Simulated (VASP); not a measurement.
# TiO2 in VASP: a series of runs, part 2 of 3

VASP 6.6.1. The steps go on from the part before.

### 5 Single point, PBE (equal xy, yz and zx shear strains of +3 %)

File INCAR:

```
SYSTEM = TiO2
PREC = Accurate
ENCUT = 520
EDIFF = 1E-6
ISMEAR = -1
SIGMA = 0.08
LREAL = .FALSE.
LASPH = .TRUE.
NELM = 80
ALGO = Normal
ISIF = 2
LWAVE = .FALSE.
LCHARG = .FALSE.
GGA = PE
NBANDS = 33
KPAR = 4
```

File KPOINTS:

```
regular mesh
0
G
  13 13 13
  0 0 0
```

File POSCAR:

```
TiO2
1.0
   -1.7927575000      1.9354675000      4.7570000000
    1.9354675000     -1.7927575000      4.7570000000
    1.8495325000      1.8495325000     -4.7002250000
Ti O
2 4
Direct
    0.0000000000      0.0000000000      0.0000000000
    0.7500000000      0.2500000000      0.5000000000
    0.2066000000      0.2066000000      0.0000000000
    0.9566000000      0.4566000000      0.5000000000
    0.5434000000      0.0434000000      0.5000000000
    0.7934000000      0.7934000000      0.0000000000
```

Potentials or basis: VASP PAW PBE potentials, release 64 (Ti_sv, O).

Started as:

```sh
> cat potpaw_PBE.64/Ti_sv/POTCAR potpaw_PBE.64/O/POTCAR > POTCAR
> mpirun -np 4 vasp_std > vasp.out
```

OUTCAR:

```text
SYSTEM = TiO2
   PREC = Accurate
   ENCUT = 520
   EDIFF = 1E-6
   ISMEAR = -1
   LREAL = .FALSE.
   LASPH = .TRUE.
   NELM = 80
   ISIF = 2
   GGA = PE

 ion  position               nearest neighbor table
   1  0.000  0.000  0.000-   4 1.93   5 1.93   5 1.95   4 1.95   3 1.97   6 1.97
   2  0.750  0.250  0.500-   3 1.93   6 1.93   6 1.95   3 1.95   4 1.97   5 1.97
   3  0.207  0.207  0.000-   2 1.93   2 1.95   1 1.97
   4  0.957  0.457  0.500-   1 1.93   1 1.95   2 1.97
   5  0.543  0.043  0.500-   1 1.93   1 1.95   2 1.97
   6  0.793  0.793  0.000-   2 1.93   2 1.95   1 1.97

  Warning from LATTYP: Got some problem with cell dimensions!
  Tried to take original basis but could not verify dimensions!
  LATTYP: Found a base centered monoclinic cell.
 ALAT       =     5.4342767600
 B/A-ratio  =     0.9702314754
 C/A-ratio  =     0.9898283858
 COS(beta)  =    -0.4679030205

  Lattice vectors:

 A1 = (  -0.0567750000,  -3.7850000000,  -0.0567750000)
 A2 = (  -3.7850000000,  -0.0567750000,  -0.0567750000)
 A3 = (   1.8495325000,   1.8495325000,  -4.7002250000)

Analysis of symmetry for initial positions (statically):
=====================================================================
 Subroutine PRICEL returns:
 Original cell was already a primitive cell.

 Routine SETGRP: Setting up the symmetry group for a
 base centered monoclinic supercell.

 Subroutine GETGRP returns: Found  4 space group operations
 (whereof  2 operations were pure point group operations)
 out of a pool of  4 trial point group operations.

The static configuration has the point symmetry C_2 .
 The point group associated with its full space group is C_2h.

Analysis of symmetry for dynamics (positions and initial velocities):
=====================================================================
 Subroutine PRICEL returns:
 Original cell was already a primitive cell.

 Routine SETGRP: Setting up the symmetry group for a
 base centered monoclinic supercell.

 Subroutine GETGRP returns: Found  4 space group operations
 (whereof  2 operations were pure point group operations)
 out of a pool of  4 trial point group operations.

The dynamic configuration has the point symmetry C_2 .
 The point group associated with its full space group is C_2h.

 Subroutine INISYM returns: Found  4 space group operations
 (whereof  2 operations are pure point group operations),
 and found     1 'primitive' translations

----------------------------------------------------------------------------------------

                                     Primitive cell

  volume of cell :      68.1043

  direct lattice vectors                    reciprocal lattice vectors
    -1.792757500  1.935467500  4.757000000    -0.005460190  0.262763965  0.101248705
     1.935467500 -1.792757500  4.757000000     0.262763965 -0.005460190  0.101248705
     1.849532500  1.849532500 -4.700225000     0.260411801  0.260411801 -0.007812354

  length of vectors
     5.439582971  5.439582971  5.379001393     0.281648744  0.281648744  0.368360754

  position of ions in fractional coordinates (direct lattice)
     0.000000000  0.000000000  0.000000000
     0.750000000  0.250000000  0.500000000
     0.206600000  0.206600000  1.000000000
     0.956600000  0.456600000  0.500000000
     0.543400000  0.043400000  0.500000000
     0.793400000  0.793400000  1.000000000
[... 30 lines left out ...]

 Subroutine IBZKPT returns following result:
 ===========================================

 Found    595 irreducible k-points:

 Following reciprocal coordinates:
            Coordinates               Weight
  0.000000  0.000000  0.000000      1.000000
  0.076923  0.000000  0.000000      4.000000
  0.153846 -0.000000  0.000000      4.000000
  0.230769  0.000000  0.000000      4.000000
  0.307692 -0.000000  0.000000      4.000000
  0.384615  0.000000  0.000000      4.000000
[... 16 lines left out ...]
  0.384615  0.153846  0.000000      4.000000
  0.461538  0.153846  0.000000      4.000000
 [... further k-points ...]
   k-points           NKPTS =    595   k-points in BZ     NKDIM =    595   number of bands    NBANDS=     33
   number of dos      NEDOS =    301   number of ions     NIONS =      6
   total plane-waves  NPLWV =  64000
   dimension x,y,z NGX =    40 NGY =   40 NGZ =   40
   dimension x,y,z NGXF=    80 NGYF=   80 NGZF=   80
   ions per type =               2   4
   NGX,Y,Z   is equivalent  to a cutoff of  12.22, 12.22, 12.36 a.u.
   NGXF,Y,Z  is equivalent  to a cutoff of  24.45, 24.45, 24.73 a.u.
 SYSTEM =  TiO2
   PREC   = accura    normal or accurate (medium, high low for compatibility)
   ISTART =      0    job   : 0-new  1-cont  2-samecut
   ICHARG =      2    charge: 1-file 2-atom 10-const
   ISPIN  =      1    spin polarized calculation?
   LNONCOLLINEAR =      F non collinear calculations
   LSORBIT =      F    spin-orbit coupling
   LASPH  =      T    aspherical Exc in radial PAW
   ENCUT  =  520.0 eV  38.22 Ry    6.18 a.u.  10.11 10.11 10.00*2*pi/ulx,y,z
   NELM   =     80;   NELMIN=  2; NELMDL= -5     # of ELM steps
   EDIFF  = 0.1E-05   stopping-criterion for ELM
   LREAL  =      F    real-space projection
   EDIFFG = 0.1E-04   stopping-criterion for IOM
   NSW    =      0    number of steps for IOM
   IBRION =     -1    ionic relax: 0-MD 1-quasi-New 2-CG
   NFREE  =      0    steps in history (QN), initial steepest desc. (CG)
   ISIF   =      2    stress and relaxation
   ISYM   =      2    0-nonsym 1-usesym 2-fastsym
   POTIM  = 0.5000    time-step for ionic-motion
   TEBEG  =    0.0;   TEEND  =   0.0 temperature during run
   PSTRESS=    0.0 pullay stress
   NELECT =      48.0000    total number of electrons
   NUPDOWN=      -1.0000    fix difference up-down
   EMIN   =  10.00;   EMAX   =-10.00  energy-range for DOS
   EFERMI =   0.00;   METHOD = LEGACY
   ISMEAR =    -1;   SIGMA  =   0.08  broadening in eV -4-tet -1-fermi 0-gaus
   EFERMI_NEDOS =   21; number of points for ismear=-14 and -15
   IALGO  =     38    algorithm
   IMIX   =      4    mixing-type and parameters
     AMIX     =   0.40;   BMIX     =  1.00
     AMIX_MAG =   1.60;   BMIX_MAG =  1.00
  volume/ion in A,a.u.               =      11.35        76.60
  Fermi-wavevector in a.u.,A,eV,Ry     =   1.456902  2.753146 28.879234  2.122564
  Thomas-Fermi vector in A             =   2.573766
   LORBIT       =      0    0 simple, 1 ext, 2 COOP (PROOUT), +10 PAW based schemes
   GGA     = PE    functional components
   LHFCALC =     F    Hartree Fock is set to
   AEXX    =    0.0000 exact exchange contribution
   IVDW    =     0    specifies the selected vdW correction
   LEPSILON=     F    determine dielectric tensor
   LRPA    =     F    only Hartree local field effects (RPA)
 non-spin polarized calculation
  energy-cutoff  :      520.00
  volume of cell :       68.10
 maximum number of plane-waves:      1852
   NGX = 21   NGY = 21   NGZ = 19

 number of electron      48.0000003 magnetization

 Free energy of the ion-electron system (eV)
  ---------------------------------------------------
  ext. energy  EPLUGINS =         0.00000000
  ---------------------------------------------------
  free energy    TOTEN  =       -53.76226536 eV

  energy without entropy =      -53.76226522  energy(sigma->0) =      -53.76226529

 E-fermi :   4.5599     XC(G=0): -10.7309

 val. band max:        3.3885655338   @ k =  -0.4615   0.4615   0.0000
 cond. band min:       5.5262556398   @ k =   0.0000   0.0000   0.0000
 fundamental gap:      2.1376901059
 Fermi energy:         4.5599049255

 k-point     1 :       0.0000    0.0000    0.0000
  band No.  band energies     occupation
      1     -52.9695      2.00000
      2     -52.9076      2.00000
      3     -29.4504      2.00000
      4     -29.1978      2.00000
      5     -29.1915      2.00000
      6     -29.1278      2.00000
[... 853 lines left out ...]
     32       9.9665      0.00000
     33      10.1161      0.00000

 [... further k-points ...]
[... 5 lines left out ...]
  --------------------------------------------------------------------------------------
  -------------------------------------------------------------------------------------
  Total        2.2864869      2.2864869      4.0828302     -0.7435351     -1.2691577     -1.2691581
  in kB       53.7903911     53.7903911     96.0499844    -17.4919188    -29.8573707    -29.8573798
  external PRESSURE =      67.8769222 kB  Pullay stress =       0.0000000 kB

 VOLUME and BASIS-vectors are now :
 -----------------------------------------------------------------------------
  energy-cutoff  :      520.00
  volume of cell :       68.10
      direct lattice vectors                 reciprocal lattice vectors
    -1.792757500  1.935467500  4.757000000    -0.005460190  0.262763965  0.101248705
     1.935467500 -1.792757500  4.757000000     0.262763965 -0.005460190  0.101248705
     1.849532500  1.849532500 -4.700225000     0.260411801  0.260411801 -0.007812354

 POSITION                                       TOTAL-FORCE (eV/Angst)
 -----------------------------------------------------------------------------------
      0.00000      0.00000      0.00000        -0.104168      0.104168     -0.000000
      0.06407      1.92818      2.40689         0.104168     -0.104168     -0.000000
      0.02948      0.02948      1.96559         0.032744     -0.260741      0.356410
      0.09355      1.95766      4.37248        -0.260741      0.032744      0.356410
      0.03458      1.89869      0.44130        -0.032744      0.260741     -0.356410
      0.11323      0.11323      7.54841         0.260741     -0.032744     -0.356410
 -----------------------------------------------------------------------------------
    total drift:                                0.000000      0.000000     -0.000000

  FREE ENERGIE OF THE ION-ELECTRON SYSTEM (eV)
  ---------------------------------------------------
  free  energy   TOTEN  =       -53.7622653609 eV

  energy  without entropy=      -53.7622652242  energy(sigma->0) =      -53.76226529
```

stdout:

```text
POSCAR found type information on POSCAR TiO
 POSCAR found :  2 types and       6 ions
 scaLAPACK will be used
 LDA part: xc-table for (Slater+PW92), standard interpolation
 POSCAR, INCAR and KPOINTS ok, starting setup
 FFT: planning ... GRIDC
 FFT: planning ... GRID_SOFT
 FFT: planning ... GRID
 WAVECAR not read
 entering main loop
```

It took 7.3 min on 4 MPI ranks of Intel Xeon Platinum 8375C at 2.90GHz (Ice Lake), shared host; peak memory 1 GiB.

Results:

```yaml
Free_energy: -53.7623 eV
Pressure: 6.8 GPa
Largest_force: 0.443 eV/Å
Band_gap_on_the_k_mesh: 2.14 eV, indirect (least direct gap 2.40 eV)
```

Forces on the atoms (eV/Å):
```
Ti  -0.104  0.104  0.000
Ti   0.104 -0.104  0.000
O    0.033 -0.261  0.356
O   -0.261  0.033  0.356
O   -0.033  0.261 -0.356
O    0.261 -0.033 -0.356
```

Stress tensor (GPa, compression positive):
```
 5.38 -1.75 -2.99
-1.75  5.38 -2.99
-2.99 -2.99  9.60
```

Caveat: the cell differs from its parent crystal (equal xy, yz and zx shear strains of +3 %). A k mesh can miss the band edges.

[end of part 2 of 3]
